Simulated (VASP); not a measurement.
# Ti (I4/mmm) in VASP: relaxation of cell and atoms with r2SCAN

Aim: the relaxation of cell and atoms of Ti with r2SCAN.

All numbers are computed with VASP 6.6.1; they aren't measurements. Logs are shortened: lines on timing, memory, paths and dates and some standing lists are left out, and cuts for length are marked.

## (1) The cell of the first run

It takes space group I4/mmm (No. 139, tetragonal). Conventional cell: a = 2.946 Å, b = 2.946 Å, c = 4.559 Å, α = 90.00°, β = 90.00°, γ = 90.00°. Ti (site symmetry 4/mmm) has 12 Ti at 2.95 to 3.09 Å within 3.9 Å.

## (2) Relaxation of cell and atoms, r2SCAN (atoms taken out)

Contents of POSCAR:

```
Ti
1.0
    2.9463072425      0.0000000000      0.0000000000
    0.0000000000      2.9463072425      0.0000000000
    0.0000000000      0.0000000000      4.5587340489
Ti
2
Direct
    0.5000000000      0.0000000000      0.5000000000
    0.0000000000      0.5000000000      0.0000000000
```

Contents of INCAR.step1:

```
SYSTEM = Ti
PREC     = Accurate       ! precision mode
ENCUT    = 600            ! plane-wave cutoff, eV
ISMEAR   = 0              ! smearing method
SIGMA    = 0.1            ! smearing width, eV
LREAL    = .FALSE.        ! projectors in reciprocal space
LASPH    = .TRUE.         ! aspherical terms in the spheres
NELM     = 80             ! most SCF steps
GGA      = PE             ! functional
ALGO     = Normal         ! electronic algorithm
EDIFF    = 1E-4           ! SCF threshold, eV
LWAVE    = .TRUE.         ! write WAVECAR
LCHARG   = .FALSE.        ! write CHGCAR
```

Contents of INCAR.step2:

```
SYSTEM = Ti
PREC     = Accurate       ! precision mode
ENCUT    = 600            ! plane-wave cutoff, eV
EDIFF    = 1E-6           ! SCF threshold, eV
ISMEAR   = 0              ! smearing method
SIGMA    = 0.1            ! smearing width, eV
LREAL    = .FALSE.        ! projectors in reciprocal space
LASPH    = .TRUE.         ! aspherical terms in the spheres
NELM     = 80             ! most SCF steps
ALGO     = Normal         ! electronic algorithm
ISIF     = 3              ! what is computed and relaxed
LWAVE    = .FALSE.        ! write WAVECAR
LCHARG   = .FALSE.        ! write CHGCAR
METAGGA  = R2SCAN         ! meta-GGA
LMIXTAU  = .TRUE.       
IBRION   = 2              ! ionic algorithm
NSW      = 90             ! ionic steps
EDIFFG   = -0.0325        ! ionic threshold
ISTART   = 1
```

Contents of KPOINTS:

```
Automatic mesh
0
G
  6 6 4
  0 0 0
```

Potentials or basis: VASP PAW PBE potentials, release 64 (Ti_sv).

Run with:

```bash
$ cat potpaw_PBE.64/Ti_sv/POTCAR > POTCAR
$ cp INCAR.step1 INCAR
$ mpirun -np 1 vasp_std > vasp.out
$ cp INCAR.step2 INCAR
$ mpirun -np 1 vasp_std > vasp.out
```

OUTCAR:

```text
SYSTEM = Ti
   PREC = Accurate
   ENCUT = 600
   EDIFF = 1E-6
   ISMEAR = 0
   LREAL = .FALSE.
   LASPH = .TRUE.
   NELM = 80
   ISIF = 3
   METAGGA = R2SCAN
   IBRION = 2
   NSW = 90
   EDIFFG = -0.0325
   ISTART = 1

 ion  position               nearest neighbor table
   1  0.500  0.000  0.500-
   2  0.000  0.500  0.000-

  LATTYP: Found a simple tetragonal cell.
 ALAT       =     2.9463072425
 C/A-ratio  =     1.5472704215

  Lattice vectors:

 A1 = (   2.9463072425,   0.0000000000,   0.0000000000)
 A2 = (   0.0000000000,   2.9463072425,   0.0000000000)
 A3 = (   0.0000000000,   0.0000000000,   4.5587340489)

Analysis of symmetry for initial positions (statically):
=====================================================================
 Subroutine PRICEL returns following result:

  LATTYP: Found a body centered tetragonal cell.
 ALAT       =     2.9463072425
 C/A-ratio  =     1.5472704215

  Lattice vectors:

 A1 = (   1.4731536213,  -1.4731536213,  -2.2793670244)
 A2 = (  -1.4731536213,   1.4731536213,  -2.2793670244)
 A3 = (   1.4731536213,   1.4731536212,   2.2793670244)

   2 primitive cells build up your supercell.

 Routine SETGRP: Setting up the symmetry group for a
 simple tetragonal supercell.

 Subroutine GETGRP returns: Found 16 space group operations
 (whereof  8 operations were pure point group operations)
 out of a pool of 16 trial point group operations.

The static configuration has the point symmetry D_2h.
 The point group associated with its full space group is D_4h.

Analysis of symmetry for dynamics (positions and initial velocities):
=====================================================================
 Subroutine PRICEL returns following result:

  LATTYP: Found a body centered tetragonal cell.
 ALAT       =     2.9463072425
 C/A-ratio  =     1.5472704215

  Lattice vectors:

 A1 = (   1.4731536213,  -1.4731536213,  -2.2793670244)
 A2 = (  -1.4731536213,   1.4731536213,  -2.2793670244)
 A3 = (   1.4731536213,   1.4731536212,   2.2793670244)

   2 primitive cells build up your supercell.

 Routine SETGRP: Setting up the symmetry group for a
 simple tetragonal supercell.

 Subroutine GETGRP returns: Found 16 space group operations
 (whereof  8 operations were pure point group operations)
[... 102 lines left out ...]
   LREAL  =      F    real-space projection
   EDIFFG = -.3E-01   stopping-criterion for IOM
   NSW    =     90    number of steps for IOM
   IBRION =      2    ionic relax: 0-MD 1-quasi-New 2-CG
   NFREE  =      1    steps in history (QN), initial steepest desc. (CG)
   ISIF   =      3    stress and relaxation
   ISYM   =      2    0-nonsym 1-usesym 2-fastsym
   POTIM  = 0.5000    time-step for ionic-motion
   TEBEG  =    0.0;   TEEND  =   0.0 temperature during run
   PSTRESS=    0.0 pullay stress
   NELECT =      24.0000    total number of electrons
   NUPDOWN=      -1.0000    fix difference up-down
   EMIN   =  10.00;   EMAX   =-10.00  energy-range for DOS
   EFERMI =   0.00;   METHOD = LEGACY
   ISMEAR =     0;   SIGMA  =   0.10  broadening in eV -4-tet -1-fermi 0-gaus
   EFERMI_NEDOS =   21; number of points for ismear=-14 and -15
   IALGO  =     38    algorithm
   IMIX   =      4    mixing-type and parameters
     AMIX     =   0.40;   BMIX     =  1.00
     AMIX_MAG =   1.60;   BMIX_MAG =  1.00
  volume/ion in A,a.u.               =      19.79       133.53
  Fermi-wavevector in a.u.,A,eV,Ry     =   1.385730  2.618649 26.126537  1.920246
  Thomas-Fermi vector in A             =   2.510112
   LORBIT       =      0    0 simple, 1 ext, 2 COOP (PROOUT), +10 PAW based schemes
   METAGGA = R2SCAN    functional components
   LHFCALC =     F    Hartree Fock is set to
   AEXX    =    0.0000 exact exchange contribution
   IVDW    =     0    specifies the selected vdW correction
   LEPSILON=     F    determine dielectric tensor
   LRPA    =     F    only Hartree local field effects (RPA)
 conjugate gradient relaxation of ions
 non-spin polarized calculation
 Gauss-broadening in eV      SIGMA  =   0.10
  energy-cutoff  :      600.00
  volume of cell :       39.57
 maximum number of plane-waves:      1352
 NGX is ok and might be reduce to    24
   NGX = 11   NGY = 11   NGZ = 19

--------------------------------------- Ionic step        1  -------------------------------------------

 number of electron      23.9999997 magnetization

 Free energy of the ion-electron system (eV)
  ---------------------------------------------------
  ext. energy  EPLUGINS =         0.00000000
  ---------------------------------------------------
  free energy    TOTEN  =       -25.57913403 eV

  energy without entropy =      -25.56660625  energy(sigma->0) =      -25.57287014

------------------------ aborting loop because EDIFF is reached ----------------------------------------

  FORCE on cell =-STRESS in cart. coord.  units (eV):
  Direction    XX          YY          ZZ          XY          YZ          ZX
  --------------------------------------------------------------------------------------
  -------------------------------------------------------------------------------------
  Total       -2.5040437     -2.5040437     -3.6282240      0.0000000      0.0000000      0.0000000
  in kB     -101.3799694   -101.3799694   -146.8940988      0.0000000      0.0000000      0.0000000
  external PRESSURE =    -116.5513459 kB  Pullay stress =       0.0000000 kB
[... 275 lines left out ...]
--------------------------------------- Ionic step        9  -------------------------------------------

 number of electron      24.0000011 magnetization

 Free energy of the ion-electron system (eV)
  ---------------------------------------------------
  ext. energy  EPLUGINS =         0.00000000
  ---------------------------------------------------
  free energy    TOTEN  =       -25.79021236 eV

  energy without entropy =      -25.77509369  energy(sigma->0) =      -25.78265303

 E-fermi :   8.1709     XC(G=0): -12.3885

 val. band max:        8.0911351065   @ k =   0.3333   0.0000   0.0000
 cond. band min:       8.2126582664   @ k =   0.1667   0.1667   0.2500
 fundamental gap:      0.1215231599
 Fermi energy:         8.1709495481

 k-point     1 :       0.0000    0.0000    0.0000
  band No.  band energies     occupation
      1     -50.9098      2.00000
      2     -50.7434      2.00000
      3     -26.3502      2.00000
      4     -25.9594      2.00000
      5     -25.9594      2.00000
      6     -25.7209      2.00000
[... 433 lines left out ...]
      3     -26.4020      2.00000
      4     -26.4020      2.00000
      5     -25.8079      2.00000
      6     -25.8079      2.00000
[... 8 lines left out ...]
     15       9.0955      0.00000
     16       9.0955      0.00000

 [... further k-points ...]
[... 5 lines left out ...]
  --------------------------------------------------------------------------------------
  -------------------------------------------------------------------------------------
  Total        0.0320559      0.0320559     -0.0356322     -0.0000000      0.0000000      0.0000000
  in kB        1.4706558      1.4706558     -1.6347302     -0.0000000      0.0000000      0.0000000
  external PRESSURE =       0.4355271 kB  Pullay stress =       0.0000000 kB
[... 17 lines left out ...]
  FREE ENERGIE OF THE ION-ELECTRON SYSTEM (eV)
  ---------------------------------------------------
  free  energy   TOTEN  =       -25.7902123646 eV

  energy  without entropy=      -25.7750936947  energy(sigma->0) =      -25.78265303

 reached required accuracy - stopping structural energy minimisation
```

OSZICAR.step1:

```text
N       E                     dE             d eps       ncg     rms          rms(c)
DAV:   1     0.261541664574E+03    0.26154E+03   -0.14738E+04   960   0.199E+03
DAV:   2     0.117551093526E+02   -0.24979E+03   -0.24858E+03   968   0.517E+02
DAV:   3    -0.164119949059E+02   -0.28167E+02   -0.27984E+02  1912   0.138E+02
DAV:   4    -0.177473005904E+02   -0.13353E+01   -0.13351E+01  1064   0.317E+01
DAV:   5    -0.178269104703E+02   -0.79610E-01   -0.79609E-01  1560   0.520E+00    0.107E+01
DAV:   6    -0.153736144874E+02    0.24533E+01   -0.97856E+00  1128   0.349E+01    0.249E+00
DAV:   7    -0.153569314012E+02    0.16683E-01   -0.68808E-01  1384   0.684E+00    0.189E+00
DAV:   8    -0.153726914209E+02   -0.15760E-01   -0.17904E-01  1144   0.567E+00    0.563E-01
DAV:   9    -0.153652624316E+02    0.74290E-02   -0.48564E-02  1112   0.235E+00    0.618E-02
DAV:  10    -0.153653815552E+02   -0.11912E-03   -0.17836E-03  1384   0.333E-01    0.766E-02
DAV:  11    -0.153654431819E+02   -0.61627E-04   -0.18287E-04   840   0.121E-01
   1 F= -.15365443E+02 E0= -.15355370E+02  d E =-.201461E-01
```

Run time: 12 min. Hardware: 1 thread of Intel Xeon 8259CL, shared host; peak memory 0.18 GiB.

What came out:

- Free energy: -25.7902 eV
- Relaxed volume: 17.46 Å³/atom
- Relaxed cell: a = 2.912 Å, b = 2.912 Å, c = 4.118 Å, α = 90.00°, β = 90.00°, γ = 90.00°
- Space group after relaxing (to 0.1 Å): Fm-3m (No. 225)
- Energy gained by relaxing: 105.5 meV/atom
- Ionic steps: 9
- Pressure after relaxing: 0.0 GPa
- Band gap on the k mesh: zero (bands 12 and 13 overlap by 1.41 eV)

Step by step:
| step | energy change (eV) | largest force (eV/Å) | pressure (GPa) | volume (Å³) |
| --- | --- | --- | --- | --- |
| 1 | 0.0000 | 0.0000 | -11.66 | 39.57 |
| 2 | -0.0966 | 0.0000 | 11.93 | 31.88 |
| 3 | -0.1997 | 0.0000 | 0.18 | 34.83 |
| 4 | -0.1996 | 0.0000 | 0.45 | 34.74 |
| 5 | -0.2049 | 0.0000 | 0.43 | 34.79 |
| 6 | -0.2074 | 0.0000 | 0.38 | 34.83 |
| 7 | -0.2105 | 0.0000 | 0.12 | 34.91 |
| 8 | -0.1917 | 0.0000 | -0.18 | 34.98 |
| 9 | -0.2111 | 0.0000 | 0.04 | 34.92 |

Final structure:
```
CELL_PARAMETERS angstrom
2.91228 0.00000 0.00000
0.00000 2.91228 0.00000
0.00000 0.00000 4.11758
ATOMIC_POSITIONS crystal
Ti 0.50000 0.00000 0.50000
Ti 0.00000 0.50000 0.00000
```

Levels at points of the mesh, in eV from the Fermi level:
```
           k point  band 10  band 11  band 12  band 13  band 14  band 15
(0.00, 0.00, 0.00)    -2.63    -1.76     0.98     0.98     0.99     2.78
(0.50, 0.00, 0.00)    -2.31    -0.36    -0.36     0.08     0.08     1.91
(0.50, 0.50, 0.00)    -2.64    -1.77    -1.77     2.78     2.78     3.85
(0.00, 0.00, 0.50)    -4.07    -0.55    -0.55     1.36     1.36     2.15
(0.50, 0.00, 0.50)    -2.70     0.44     0.44     0.91     0.91     0.92
(0.50, 0.50, 0.50)    -1.56    -0.43    -0.43    -0.43    -0.43     2.37
```

Caveat: the cell differs from its parent crystal (atoms taken out); the PAW data sets were made with another functional, which shifts forces and pressure a little.
